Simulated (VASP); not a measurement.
# Os4C in VASP: a series of runs, part 2 of 2

VASP 6.6.1. Earlier steps stand in the parts before.

## Step 4: Single point, LDA

Input file INCAR:

```
SYSTEM = Os4C
PREC = Accurate ; ENCUT = 520
EDIFF = 1E-6 ; ISMEAR = 0
SIGMA = 0.1 ; LREAL = .FALSE.
LASPH = .TRUE. ; NELM = 60
ALGO = Normal ; ISIF = 2
LWAVE = .FALSE. ; LCHARG = .FALSE.
LDIPOL = .TRUE. ; IDIPOL = 3
DIPOL = 0.5 0.5 0.369 ; GGA = CA
NBANDS = 26
```

Input file KPOINTS:

```
regular mesh
0
G
  12 12 1
  0 0 0
```

Input file POSCAR:

```
Os4C
1.0
    2.7145740629      0.0000000000      0.0000000000
   -1.3572870314      2.3508900989      0.0000000000
    0.0000000000      0.0000000000     21.8661488866
Os C
4 1
Direct
    0.6666666667      0.3333333333      0.1829311609
    0.3333333333      0.6666666667      0.2811020214
    0.6666666667      0.3333333333      0.3787246389
    0.3333333333      0.6666666667      0.4740729124
    1.0000000000      1.0000000000      0.5279017877
```

Potentials or basis: VASP PAW LDA potentials, release 64 (Os, C).

Run with:

```
$ cat potpaw_LDA.64/Os/POTCAR potpaw_LDA.64/C/POTCAR > POTCAR
$ mpirun -np 1 vasp_std > vasp.out
```

OUTCAR:

```text
SYSTEM = Os4C
   PREC = Accurate
   ENCUT = 520
   EDIFF = 1E-6
   ISMEAR = 0
   LREAL = .FALSE.
   LASPH = .TRUE.
   NELM = 60
   ISIF = 2
   GGA = CA

 ion  position               nearest neighbor table
   1  0.667  0.333  0.183-   2 2.66   2 2.66   2 2.66
   2  0.333  0.667  0.281-   3 2.65   3 2.65   3 2.65   1 2.66   1 2.66   1 2.66
   3  0.667  0.333  0.379-   4 2.61   4 2.61   4 2.61   2 2.65   2 2.65   2 2.65
   4  0.333  0.667  0.474-   5 1.96   5 1.96   5 1.96   3 2.61   3 2.61   3 2.61
   5  0.000  0.000  0.528-   4 1.96   4 1.96   4 1.96

  LATTYP: Found a hexagonal cell.
 ALAT       =     2.7145740629
 C/A-ratio  =     8.0550938674

  Lattice vectors:

 A1 = (   2.7145740629,   0.0000000000,   0.0000000000)
 A2 = (  -1.3572870314,   2.3508900989,   0.0000000000)
 A3 = (   0.0000000000,   0.0000000000,  21.8661488866)

Analysis of symmetry for initial positions (statically):
=====================================================================
 Subroutine PRICEL returns:
 Original cell was already a primitive cell.
[... 178 lines left out ...]
 fundamental gap:      0.0719804248
 Fermi energy:         0.9895211403

 k-point     1 :       0.0000    0.0000    0.0000
  band No.  band energies     occupation
      1     -13.1646      2.00000
      2      -9.3476      2.00000
      3      -7.6774      2.00000
      4      -6.7986      2.00000
      5      -6.5617      2.00000
      6      -4.3477      2.00000
[... 540 lines left out ...]
     25       7.1323      0.00000
     26       7.2848      0.00000

------------------------ aborting loop because EDIFF is reached ----------------------------------------

 vacuum level on the upper side and lower side of the slab       (xc-potential included)         0.064        -0.092

  FORCE on cell =-STRESS in cart. coord.  units (eV):
  Direction    XX          YY          ZZ          XY          YZ          ZX
  --------------------------------------------------------------------------------------
  -------------------------------------------------------------------------------------
  Total        4.0752037      4.0752037      5.0132924      0.0000000      0.0000000     -0.0000000
  in kB       46.7900572     46.7900572     57.5608626      0.0000000      0.0000000     -0.0000000
  external PRESSURE =      50.3803257 kB  Pullay stress =       0.0000000 kB

 VOLUME and BASIS-vectors are now :
 -----------------------------------------------------------------------------
  energy-cutoff  :      520.00
  volume of cell :      139.54
      direct lattice vectors                 reciprocal lattice vectors
     2.714574063  0.000000000  0.000000000     0.368381918  0.212685400  0.000000000
    -1.357287031  2.350890099  0.000000000     0.000000000  0.425370799  0.000000000
     0.000000000  0.000000000 21.866148887     0.000000000  0.000000000  0.045732790

 POSITION                                       TOTAL-FORCE (eV/Angst)
 -----------------------------------------------------------------------------------
      1.35729      0.78363      4.00000         0.000000      0.000000      1.144864
     -0.00000      1.56726      6.14662         0.000000     -0.000000     -1.147348
      1.35729      0.78363      8.28125         0.000000     -0.000000     -3.404363
     -0.00000      1.56726     10.36615         0.000000     -0.000000      3.019088
      0.00000      0.00000     11.54318        -0.000000     -0.000000      0.387760
 -----------------------------------------------------------------------------------
    total drift:                                0.000000      0.000000      0.000234

  FREE ENERGIE OF THE ION-ELECTRON SYSTEM (eV)
  ---------------------------------------------------
  free  energy   TOTEN  =       -55.5524292264 eV

  energy  without entropy=      -55.5319762233  energy(sigma->0) =      -55.54220272

 vacuum level on the upper side and lower side of the slab         6.850         6.659
```

OSZICAR:

```text
N       E                     dE             d eps       ncg     rms          rms(c)
DAV:   1     0.266551752363E+03    0.26655E+03   -0.15863E+04   988   0.120E+03
DAV:   2    -0.322959382019E+02   -0.29885E+03   -0.27648E+03  1136   0.379E+02
DAV:   3    -0.600762497075E+02   -0.27780E+02   -0.26477E+02  1322   0.951E+01
[... 47 lines left out ...]
DAV:  51    -0.555524276932E+02   -0.11743E-05   -0.20939E-06   768   0.799E-03    0.782E-03
DAV:  52    -0.555524288327E+02   -0.11395E-05   -0.13547E-06   768   0.491E-03    0.655E-03
DAV:  53    -0.555524271987E+02    0.16340E-05   -0.11443E-06   712   0.458E-03    0.227E-03
DAV:  54    -0.555524291631E+02   -0.19645E-05   -0.70297E-07   692   0.320E-03    0.781E-04
DAV:  55    -0.555524292264E+02   -0.63219E-07   -0.70860E-08   634   0.158E-03
   1 F= -.55552429E+02 E0= -.55542203E+02  d E =-.204530E-01
```

stdout:

```text
POSCAR found type information on POSCAR OsC
 POSCAR found :  2 types and       5 ions
 scaLAPACK will be used
 LDA part: xc-table for (Slater(with rela. corr.)+CA(PZ))
 , standard interpolation
 POSCAR, INCAR and KPOINTS ok, starting setup
 FFT: planning ... GRIDC
 FFT: planning ... GRID_SOFT
 FFT: planning ... GRID
 WAVECAR not read
 entering main loop
```

Wall time 1.9 min (1 thread of Intel Xeon 6975P-C (Granite Rapids), shared host); peak memory 0.23 GiB.

What came out:

| Property | Result |
| --- | --- |
| Free energy | -55.5524 eV |
| Largest force | 3.404 eV/Å |
| Band gap on the k mesh | zero (bands 18 and 19 overlap by 2.40 eV) |

Forces on the atoms (eV/Å):
```
Os   0.000  0.000  1.145
Os   0.000  0.000 -1.147
Os   0.000  0.000 -3.404
Os   0.000  0.000  3.019
C    0.000  0.000  0.388
```

Caveat: spin-orbit coupling is left out, which moves the levels of the heavy elements.

## Step 5: Relaxation of the atoms, LDA

Input file INCAR:

```
PREC     = Accurate       # precision mode
ENCUT    = 520            # plane-wave cutoff, eV
EDIFF    = 1E-7           # SCF threshold, eV
ISMEAR   = 0              # smearing method
SIGMA    = 0.1            # smearing width, eV
LREAL    = F              # projectors in reciprocal space
LASPH    = T              # aspherical terms in the spheres
NELM     = 120            # most SCF steps
ALGO     = Normal         # electronic algorithm
ISIF     = 2              # what is computed and relaxed
LWAVE    = F              # write WAVECAR
LCHARG   = F              # write CHGCAR
LDIPOL   = T            
IDIPOL   = 3            
DIPOL    = 0.5 0.5 0.368
IBRION   = 2              # ionic algorithm
NSW      = 36             # ionic steps
EDIFFG   = -0.025         # ionic threshold
GGA_COMPAT= F            
NELMIN   = 4            
NELMDL   = -8
```

Input file KPOINTS:

```
Automatic mesh
0
Gamma
  12 12 1
```

Input file POSCAR:

```
Os4C
1.0
    2.7145740629      0.0000000000      0.0000000000
   -1.3572870314      2.3508900989      0.0000000000
    0.0000000000      0.0000000000     21.8661488866
Os C
4 1
Selective dynamics
Direct
    0.6666666667      0.3333333333      0.1829311609  F F F
    0.3333333333      0.6666666667      0.2811020214  F F F
    0.6666666667      0.3333333333      0.3787246389  F F F
    0.3333333333      0.6666666667      0.4740729124  F F F
    0.6666666667      1.3333333333      0.5252034553  F F T
```

Potentials or basis: VASP PAW LDA potentials, release 64 (Os, C).

Run with:

```
$ cat potpaw_LDA.64/Os/POTCAR potpaw_LDA.64/C/POTCAR > POTCAR
$ mpirun -np 1 vasp_std > vasp.out
```

OUTCAR:

```text
PREC = Accurate
   ENCUT = 520
   EDIFF = 1E-7
   ISMEAR = 0
   LREAL = F
   LASPH = T
   NELM = 120
   ISIF = 2
   IBRION = 2
   NSW = 36
   EDIFFG = -0.025
   NELMIN = 4
   NELMDL = -8

 ion  position               nearest neighbor table
   1  0.667  0.333  0.183-   2 2.66   2 2.66   2 2.66
   2  0.333  0.667  0.281-   3 2.65   3 2.65   3 2.65   1 2.66   1 2.66   1 2.66
   3  0.667  0.333  0.379-   4 2.61   4 2.61   4 2.61   2 2.65   2 2.65   2 2.65
   4  0.333  0.667  0.474-   5 1.93   5 1.93   5 1.93   3 2.61   3 2.61   3 2.61
   5  0.667  0.333  0.525-   4 1.93   4 1.93   4 1.93

  LATTYP: Found a hexagonal cell.
 ALAT       =     2.7145740629
 C/A-ratio  =     8.0550938674

  Lattice vectors:

 A1 = (   2.7145740629,   0.0000000000,   0.0000000000)
 A2 = (  -1.3572870314,   2.3508900989,   0.0000000000)
 A3 = (   0.0000000000,   0.0000000000,  21.8661488866)

[... 280 lines left out ...]

 E-fermi :   0.9646     XC(G=0):  -7.0094

 val. band max:        0.9388047412   @ k =   0.1667   0.1667   0.0000
 cond. band min:       0.9956809206   @ k =   0.1667   0.0000   0.0000
 fundamental gap:      0.0568761794
 Fermi energy:         0.9645633005

 k-point     1 :       0.0000    0.0000    0.0000
  band No.  band energies     occupation
      1     -13.1301      2.00000
      2      -9.4085      2.00000
      3      -7.7360      2.00000
      4      -6.8315      2.00000
      5      -6.5971      2.00000
      6      -4.2172      2.00000
[... 464 lines left out ...]
     21       2.4998      0.00000
     22       2.5909      0.00000

------------------------ aborting loop because EDIFF is reached ----------------------------------------

 vacuum level on the upper side and lower side of the slab       (xc-potential included)         0.021        -0.353

  FORCE on cell =-STRESS in cart. coord.  units (eV):
  Direction    XX          YY          ZZ          XY          YZ          ZX
  --------------------------------------------------------------------------------------
  -------------------------------------------------------------------------------------
  Total        3.7800589      3.7800589      2.7703977      0.0000000      0.0000000     -0.0000000
  in kB       43.4013086     43.4013086     31.8087332      0.0000000      0.0000000     -0.0000000
  external PRESSURE =      39.5371168 kB  Pullay stress =       0.0000000 kB
[... 20 lines left out ...]
  FREE ENERGIE OF THE ION-ELECTRON SYSTEM (eV)
  ---------------------------------------------------
  free  energy   TOTEN  =       -55.9533796959 eV

  energy  without entropy=      -55.9305763763  energy(sigma->0) =      -55.94197804

 reached required accuracy - stopping structural energy minimisation

 vacuum level on the upper side and lower side of the slab         6.864         6.472
```

CONTCAR:

```text
Os4C
   1.00000000000000
     2.7145740629000001    0.0000000000000000    0.0000000000000000
    -1.3572870314000001    2.3508900988999999    0.0000000000000000
     0.0000000000000000    0.0000000000000000   21.8661488866000013
  Os              C
     4     1
Selective dynamics
Direct
     0.6666666667000030    0.3333333332999970    0.1829311608999973   F   F   F
     0.3333333332999970    0.6666666667000030    0.2811020214000024   F   F   F
     0.6666666667000030    0.3333333332999970    0.3787246389000032   F   F   F
     0.3333333332999970    0.6666666667000030    0.4740729123999969   F   F   F
     0.6666666667000030    0.3333333332999970    0.5287172409772949   F   F   T

  0.00000000E+00  0.00000000E+00  0.00000000E+00
  0.00000000E+00  0.00000000E+00  0.00000000E+00
  0.00000000E+00  0.00000000E+00  0.00000000E+00
  0.00000000E+00  0.00000000E+00  0.00000000E+00
  0.00000000E+00  0.00000000E+00  0.00000000E+00
```

It took 9.8 min on 1 thread of Intel Xeon Platinum 8259CL at 2.50GHz (Skylake/Cascade Lake), shared host; peak memory 0.24 GiB.

What came out:

| Property | Result |
| --- | --- |
| Free energy | -55.9534 eV |
| Energy gained by relaxing | 11.0 meV/atom |
| Ionic steps | 3 |
| Band gap on the k mesh | zero (bands 18 and 19 overlap by 2.24 eV) |

The path:
| step | energy change (eV) | largest force on free atoms (eV/Å) | pressure (GPa) |
| --- | --- | --- | --- |
| 1 | 0.0000 | 1.4775 | 6.28 |
| 2 | -0.0549 | 0.0985 | 4.11 |
| 3 | -0.0552 | 0.0004 | 3.95 |

Final structure:
```
CELL_PARAMETERS angstrom
2.71457 0.00000 0.00000
-1.35729 2.35089 0.00000
0.00000 0.00000 21.86615
ATOMIC_POSITIONS crystal
Os 0.66667 0.33333 0.18293
Os 0.33333 0.66667 0.28110
Os 0.66667 0.33333 0.37872
Os 0.33333 0.66667 0.47407
C 0.66667 0.33333 0.52872
```

Caveat: spin-orbit coupling is left out, which moves the levels of the heavy elements.

## Step 6: Summary

| task | potentials or basis | cell | atoms held fixed (from 0) | atoms held along some axes (from 0) | gap on the mesh (eV) | largest force (eV/Å) |
| --- | --- | --- | --- | --- | --- | --- |
| relaxation of the atoms | VASP PAW LDA potentials, release 64 (Os_sv_GW, C) | atoms relaxed from a = 2.715, b = 2.715, c = 21.866 Å, angles 90.0, 90.0, 120.0°, 5 atoms, atomic positions A | [0, 1, 2, 3] | atom 4 along a and b | none | - |
| single point | VASP PAW LDA potentials, release 64 (Os, C) | a = 2.715, b = 2.715, c = 21.866 Å, angles 90.0, 90.0, 120.0°, 5 atoms, atomic positions B | - | - | none | 2.64 |
| single point | VASP PAW LDA potentials, release 64 (Os, C) | a = 2.715, b = 2.715, c = 21.866 Å, angles 90.0, 90.0, 120.0°, 5 atoms, atomic positions C | - | - | none | 3.40 |
| relaxation of the atoms | VASP PAW LDA potentials, release 64 (Os, C) | atoms relaxed from a = 2.715, b = 2.715, c = 21.866 Å, angles 90.0, 90.0, 120.0°, 5 atoms, atomic positions D | [0, 1, 2, 3] | atom 4 along a and b | none | - |

Alike in all rows: level LDA; no spin polarisation; k mesh 12 × 12 × 1; cutoff (eV) 520; smearing gaussian 0.1 eV.

Caveats: spin-orbit coupling is left out, which moves the levels of the heavy elements.

Total energies depend on the potentials used, so only differences within one code and one set of settings carry meaning.

The gap in the log of VASP goes by the Fermi energy; the results here count the filled bands.